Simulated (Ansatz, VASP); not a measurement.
## Two plane-wave programs on Sr2MnF5

POSCAR

```
Sr2MnF5
1.0
    0.0000000000      5.6923550000      0.0000000000
    5.7613810000     -2.8461770000      0.0000000000
    3.2187460000      0.0000000000     -7.8912280000
F Sr Mn
10 4 2
Direct
    0.2098000000      0.0000000000      0.7500000000
    0.7902000000      0.0000000000      0.2500000000
    0.0256000000      0.3544000000      0.8544000000
    0.6712000000      0.6456000000      0.6456000000
    0.9744000000      0.6456000000      0.1456000000
    0.3288000000      0.3544000000      0.3544000000
    0.3941000000      0.1732000000      0.0442000000
    0.2209000000      0.8268000000      0.4558000000
    0.6059000000      0.8268000000      0.9558000000
    0.7791000000      0.1732000000      0.5442000000
    0.6477000000      0.2770000000      0.7507000000
    0.3707000000      0.7230000000      0.7493000000
    0.3523000000      0.7230000000      0.2493000000
    0.6293000000      0.2770000000      0.2507000000
    0.0000000000      0.0000000000      0.0000000000
    0.0000000000      0.0000000000      0.5000000000
```

File INCAR.step1:

```
ALGO = Normal ; EDIFF = 1E-5
ENCUT = 660 ; GGA = PE
GGA_COMPAT = False ; ISMEAR = -1
KPAR = 4 ; LASPH = True
LCHARG = False ; LREAL = False
LWAVE = True ; NBANDS = 82
NELM = 120 ; PREC = Accurate
SIGMA = 0.1
```

Contents of INCAR.step2:

```
ALGO = Normal ; EDIFF = 1E-6
ENCUT = 660 ; GGA_COMPAT = False
ISIF = 2 ; ISMEAR = -1
ISTART = 1 ; KPAR = 4
LASPH = True ; LCHARG = False
LMIXTAU = True ; LREAL = False
LWAVE = False ; METAGGA = R2SCAN
NBANDS = 82 ; NELM = 120
PREC = Accurate ; SIGMA = 0.1
```

The input KPOINTS:

```
k-points
0
Gamma
  5 5 4
```

Input for Ansatz:

```yaml
crystal:
  lattice:
    - [0.0, 5.692355, 0.0]
    - [5.761381, -2.846177, 0.0]
    - [3.218746, 0.0, -7.891228]
  atoms:
    - { symbol: F, position: [0.2098, 0.0, 0.75] }
    - { symbol: F, position: [0.7902, 0.0, 0.25] }
    - { symbol: F, position: [0.0256, 0.3544, 0.8544] }
    - { symbol: F, position: [0.6712, 0.6456, 0.6456] }
    - { symbol: F, position: [0.9744, 0.6456, 0.1456] }
    - { symbol: F, position: [0.3288, 0.3544, 0.3544] }
    - { symbol: Sr, position: [0.6477, 0.277, 0.7507] }
    - { symbol: Sr, position: [0.3707, 0.723, 0.7493] }
    - { symbol: Sr, position: [0.3523, 0.723, 0.2493] }
    - { symbol: Sr, position: [0.6293, 0.277, 0.2507] }
    - { symbol: Mn, position: [0.0, 0.0, 0.0] }
    - { symbol: Mn, position: [0.0, 0.0, 0.5] }
    - { symbol: F, position: [0.3941, 0.1732, 0.0442] }
    - { symbol: F, position: [0.2209, 0.8268, 0.4558] }
    - { symbol: F, position: [0.6059, 0.8268, 0.9558] }
    - { symbol: F, position: [0.7791, 0.1732, 0.5442] }
  symmetry: { tolerance: 0.0003 }
kpoints:
  mp_grid: { grid: [5, 5, 4], shift: [0, 0, 0] }
magnetization:
  spin_polarized: false
scf:
  occupations: { method: fermi_dirac }
  lower_state_search: "off"
  max_iter: 200
hamiltonian:
  pseudopotentials: { kind: paw }
  xc: r2scan
basis:
  ecutwfc: 500
  fft_grid_basis: typed
output:
  forces: true
  stress: true
  eigenvalues: true
  bader: true
  populations: true
  elf: true
  write_potential: true
  volumetric_format: npy
  dos:
    e_range: [-12, 8]
    de: 0.05
    projected: { site_lists: { F: [F], Mn: [Mn], Sr: [Sr] } }
checkpoint:
  read: saved_state
```

Alike in both runs: task single point; functional r2SCAN; k mesh 5 × 5 × 4; no spin polarisation.

```csv
,VASP,Ansatz
version,VASP 6.6.1,Ansatz 0.2.0
potentials or method,"VASP PAW PBE potentials, release 64 (F, Sr_sv, Mn_pv), cutoff 660 eV",PAW plane waves
occupations,"fermi-dirac, width 0.1 eV",fermi-dirac
valence electrons in the cell,136,140
```

|  | VASP | Ansatz | Ansatz less VASP |
| --- | --- | --- | --- |
| pressure (GPa) | 5.7 | 5.3 | -0.37 |
| rms of the force components (eV/Å) | 0.536 | 0.504 | -0.0320 |

VASP's potentials were made for PBE, not for r2SCAN. VASP's potentials hold 136 valence electrons a cell and Ansatz's 140, so a difference there can come from the potentials and not from the codes.
